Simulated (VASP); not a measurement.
# As (Pm-3m) in VASP: notebook

Aim: see how the results for As move with the level of theory and the settings. Levels: PBE0, r2SCAN. Tasks: single point.

All numbers are computed with VASP 6.6.1; they aren't measurements. Logs are shortened: lines on timing, memory, paths and dates and some standing lists are left out, and cuts for length are marked.

### Step 1. The cell of the first run

The structure is cubic, space group Pm-3m (No. 221). The conventional cell has a = 2.757 Å, b = 2.757 Å, c = 2.757 Å, α = 90.00°, β = 90.00°, γ = 90.00°. Within 3.6 Å of As (site symmetry m-3m) lie 6 As at 2.76 Å.

### Step 2. Single point, PBE0

The input, POSCAR:

```
As
1.0
    2.7567085743      0.0000000000      0.0000000000
    0.0000000000      2.7567085743      0.0000000000
    0.0000000000      0.0000000000      2.7567085743
As
1
Direct
    0.5000000000      0.5000000000      0.5000000000
```

The input, INCAR.step1:

```
PREC     = Accurate       # precision mode
ENCUT    = 520            # plane-wave cutoff, eV
EDIFF    = 1E-5           # SCF threshold, eV
ISMEAR   = -1             # smearing method
SIGMA    = 0.05           # smearing width, eV
LREAL    = F              # projectors in reciprocal space
LASPH    = T              # aspherical terms in the spheres
NELM     = 80             # most SCF steps
ALGO     = Normal         # electronic algorithm
ISIF     = 2              # what is computed and relaxed
LWAVE    = T              # write WAVECAR
NBANDS   = 8              # bands
GGA      = PE             # functional
```

The input, INCAR.step2:

```
PREC     = Accurate       # precision mode
ENCUT    = 520            # plane-wave cutoff, eV
EDIFF    = 1E-7           # SCF threshold, eV
ISMEAR   = -1             # smearing method
SIGMA    = 0.05           # smearing width, eV
LREAL    = F              # projectors in reciprocal space
LASPH    = T              # aspherical terms in the spheres
NELM     = 80             # most SCF steps
ALGO     = Normal         # electronic algorithm
ISIF     = 2              # what is computed and relaxed
LWAVE    = F              # write WAVECAR
LCHARG   = T              # write CHGCAR
GGA      = PE             # functional
LHFCALC  = T              # exact exchange
AEXX     = 0.25           # exact-exchange fraction
PRECFOCK = Normal       
LELF     = T              # ELF
LVHAR    = T            
NBANDS   = 8              # bands
ISTART   = 1
```

The input, KPOINTS:

```
Automatic mesh
0
Gamma
  6 6 6
```

Potentials or basis: VASP PAW PBE potentials, release 64 (As).

On the command line:

```sh
$ cat potpaw_PBE.64/As/POTCAR > POTCAR
$ cp INCAR.step1 INCAR
$ mpirun -np 1 vasp_std > vasp.out
$ cp INCAR.step2 INCAR
$ mpirun -np 1 vasp_std > vasp.out
```

OUTCAR:

```text
PREC = Accurate
   ENCUT = 520
   EDIFF = 1E-7
   ISMEAR = -1
   LREAL = F
   LASPH = T
   NELM = 80
   ISIF = 2
   GGA = PE
   LHFCALC = T
   AEXX = 0.25
   PRECFOCK = Normal
   ISTART = 1

 ion  position               nearest neighbor table
   1  0.500  0.500  0.500-

  LATTYP: Found a simple cubic cell.
 ALAT       =     2.7567085743

  Lattice vectors:

 A1 = (   2.7567085743,   0.0000000000,   0.0000000000)
 A2 = (   0.0000000000,   2.7567085743,   0.0000000000)
 A3 = (   0.0000000000,   0.0000000000,   2.7567085743)

Analysis of symmetry for initial positions (statically):
=====================================================================
 Subroutine PRICEL returns:
 Original cell was already a primitive cell.

 Routine SETGRP: Setting up the symmetry group for a
 simple cubic supercell.

 Subroutine GETGRP returns: Found 48 space group operations
 (whereof 48 operations were pure point group operations)
 out of a pool of 48 trial point group operations.

The static configuration has the point symmetry O_h .

Analysis of symmetry for dynamics (positions and initial velocities):
=====================================================================
 Subroutine PRICEL returns:
 Original cell was already a primitive cell.

 Routine SETGRP: Setting up the symmetry group for a
 simple cubic supercell.

 Subroutine GETGRP returns: Found 48 space group operations
 (whereof 48 operations were pure point group operations)
 out of a pool of 48 trial point group operations.

The dynamic configuration has the point symmetry O_h .

 Subroutine INISYM returns: Found 48 space group operations
 (whereof 48 operations are pure point group operations),
 and found     1 'primitive' translations

----------------------------------------------------------------------------------------

                                     Primitive cell

  volume of cell :      20.9494

  direct lattice vectors                    reciprocal lattice vectors
     2.756708574  0.000000000  0.000000000     0.362751438  0.000000000  0.000000000
     0.000000000  2.756708574  0.000000000     0.000000000  0.362751438  0.000000000
     0.000000000  0.000000000  2.756708574     0.000000000  0.000000000  0.362751438

  length of vectors
     2.756708574  2.756708574  2.756708574     0.362751438  0.362751438  0.362751438

  position of ions in fractional coordinates (direct lattice)
     0.500000000  0.500000000  0.500000000
[... 80 lines left out ...]
   TEBEG  =    0.0;   TEEND  =   0.0 temperature during run
   PSTRESS=    0.0 pullay stress
   NELECT =       5.0000    total number of electrons
   NUPDOWN=      -1.0000    fix difference up-down
   EMIN   =  10.00;   EMAX   =-10.00  energy-range for DOS
   EFERMI =   0.00;   METHOD = LEGACY
   ISMEAR =    -1;   SIGMA  =   0.05  broadening in eV -4-tet -1-fermi 0-gaus
   EFERMI_NEDOS =   21; number of points for ismear=-14 and -15
   IALGO  =     38    algorithm
   IMIX   =      1    mixing-type and parameters
     AMIX     =   0.40;   BMIX     =  1.00
     AMIX_MAG =   1.60;   BMIX_MAG =  1.00
  volume/ion in A,a.u.               =      20.95       141.37
  Fermi-wavevector in a.u.,A,eV,Ry     =   1.015486  1.918990 14.030491  1.031212
  Thomas-Fermi vector in A             =   2.148775
   LORBIT       =      0    0 simple, 1 ext, 2 COOP (PROOUT), +10 PAW based schemes
   GGA     = PE    functional components
   LHFCALC =     T    Hartree Fock is set to
   PRECFOCK=normal    Normal, Fast or Accurate (Low or Medium for compatibility)
   ENCUT4O =  -1.0   cutoff for four orbital integrals eV
   NKREDX  =     1    reduce k-point grid by
   NKREDY  =     1    reduce k-point grid by
   NKREDZ  =     1    reduce k-point grid by
   AEXX    =    0.2500 exact exchange contribution
   HFSCREEN=    0.0000 screening length (either q_TF or 0.3 A-1)
   HFSCREENC=   0.0000 screening length for correlation (either q_TF or 0.3 A-1)
   ENCUTFOCK=  -1.0 apply spherical cutoff to Coloumb kernel
   IVDW    =     0    specifies the selected vdW correction
   LEPSILON=     F    determine dielectric tensor
   LRPA    =     F    only Hartree local field effects (RPA)
 non-spin polarized calculation
  energy-cutoff  :      520.00
  volume of cell :       20.95
 maximum number of plane-waves:       587
 NGX is ok and might be reduce to    24
  NGX = 16; NGY = 16; NGZ = 16

 number of electron       5.0000000 magnetization

 Free energy of the ion-electron system (eV)
  ---------------------------------------------------
  ext. energy  EPLUGINS =         0.00000000
  ---------------------------------------------------
  free energy    TOTEN  =        -6.00167961 eV

  energy without entropy =       -6.00162511  energy(sigma->0) =       -6.00165236

 E-fermi :   5.5472     XC(G=0):  -8.0612

 val. band max:        5.1562743404   @ k =   0.5000   0.3333   0.3333
 cond. band min:       5.9221625990   @ k =   0.1667   0.1667   0.0000
 fundamental gap:      0.7658882586
 Fermi energy:         5.5472222173

 k-point     1 :       0.0000    0.0000    0.0000
  band No.  band energies     occupation
      1     -11.4661      2.00000
      2      10.0958      0.00000
      3      10.0958      0.00000
      4      10.0958      0.00000
      5      14.5833      0.00000
      6      14.5833      0.00000
      7      16.3151      0.00000
      8      30.9203      0.00000
[... 199 lines left out ...]
 k-point    20 :       0.5000    0.5000    0.5000
  band No.  band energies     occupation
      1      -1.0489      2.00000
      2       2.7253      2.00000
      3       2.7253      2.00000
      4       2.7253      2.00000
      5      12.0312      0.00000
      6      12.0312      0.00000
      7      12.0312      0.00000
      8      15.7269      0.00000

------------------------ aborting loop because EDIFF is reached ----------------------------------------

  FORCE on cell =-STRESS in cart. coord.  units (eV):
  Direction    XX          YY          ZZ          XY          YZ          ZX
  --------------------------------------------------------------------------------------
  -------------------------------------------------------------------------------------
  Total       -0.3997286     -0.3997286     -0.3997286      0.0000000      0.0000000     -0.0000000
  in kB      -30.5705462    -30.5705462    -30.5705462      0.0000000      0.0000000     -0.0000000
  external PRESSURE =     -30.5705462 kB  Pullay stress =       0.0000000 kB

 VOLUME and BASIS-vectors are now :
 -----------------------------------------------------------------------------
  energy-cutoff  :      520.00
  volume of cell :       20.95
      direct lattice vectors                 reciprocal lattice vectors
     2.756708574  0.000000000  0.000000000     0.362751438  0.000000000  0.000000000
     0.000000000  2.756708574  0.000000000     0.000000000  0.362751438  0.000000000
     0.000000000  0.000000000  2.756708574     0.000000000  0.000000000  0.362751438

 POSITION                                       TOTAL-FORCE (eV/Angst)
 -----------------------------------------------------------------------------------
      1.37835      1.37835      1.37835         0.000000      0.000000      0.000000
 -----------------------------------------------------------------------------------
    total drift:                               -0.000000     -0.000000     -0.000000

  FREE ENERGIE OF THE ION-ELECTRON SYSTEM (eV)
  ---------------------------------------------------
  free  energy   TOTEN  =        -6.0016796062 eV

  energy  without entropy=       -6.0016251080  energy(sigma->0) =       -6.00165236
```

It took 85 s on 1 thread of Intel Xeon 6975P-C (Granite Rapids), shared host; peak memory 0.14 GiB.

What came out:

* Free energy: -6.0017 eV
* Pressure: -3.1 GPa

Caveat: the k points lie up to 0.38 Å⁻¹ apart; the PAW data sets were made with another functional, which shifts forces and pressure a little.

### Step 3. Single point, r2SCAN

This run uses another cell than the first one, of 19.76 Å³/atom, 0.943 times its volume.

The input, POSCAR:

```
As
1.0
    2.7036817444      0.0000000000      0.0000000000
    0.0000000000      2.7036817444      0.0000000000
    0.0000000000      0.0000000000      2.7036817444
As
1
Direct
    0.5000000000      0.5000000000      0.5000000000
```

The input, INCAR.step1:

```
ALGO = Normal ; EDIFF = 1E-4
ENCUT = 520 ; GGA = PE
ISMEAR = -1 ; LASPH = True
LCHARG = False ; LREAL = False
LWAVE = True ; NBANDS = 8
NELM = 60 ; PREC = Accurate
SIGMA = 0.05
```

The input, INCAR.step2:

```
ALGO = Normal ; EDIFF = 1E-6
ENCUT = 520 ; ISIF = 2
ISMEAR = -1 ; ISTART = 1
LASPH = True ; LCHARG = False
LMIXTAU = True ; LREAL = False
LWAVE = False ; METAGGA = R2SCAN
NBANDS = 8 ; NELM = 60
PREC = Accurate ; SIGMA = 0.05
```

The input, KPOINTS:

```
k-points
0
Gamma
  10 10 10
```

Potentials or basis: VASP PAW PBE potentials, release 64 (As).

On the command line:

```sh
$ cat potpaw_PBE.64/As/POTCAR > POTCAR
$ cp INCAR.step1 INCAR
$ mpirun -np 1 vasp_std > vasp.out
$ cp INCAR.step2 INCAR
$ mpirun -np 1 vasp_std > vasp.out
```

Run time: 12 s. Hardware: 1 thread of AMD EPYC 9R45 (Zen 5), shared host; peak memory 0.09 GiB.

The run converged. Its results:

```
Free energy : -14.5736 eV
Pressure    : -0.2 GPa
```

Levels at points of the mesh, in eV from the Fermi level:
```csv
k point,band 1,band 2,band 3,band 4,band 5,band 6
"(0.00, 0.00, 0.00)",-15.69,4.34,4.34,4.34,8.89,8.89
"(0.50, 0.00, 0.00)",-12.40,-7.26,6.76,6.76,11.58,15.09
"(0.50, 0.50, 0.00)",-8.89,-4.55,-4.55,2.89,9.07,17.26
"(0.50, 0.50, 0.50)",-4.94,-2.04,-2.04,-2.04,6.37,6.37
```

Caveat: the PAW data sets were made with another functional, which shifts forces and pressure a little.

(Continued in part 2 of 3.)
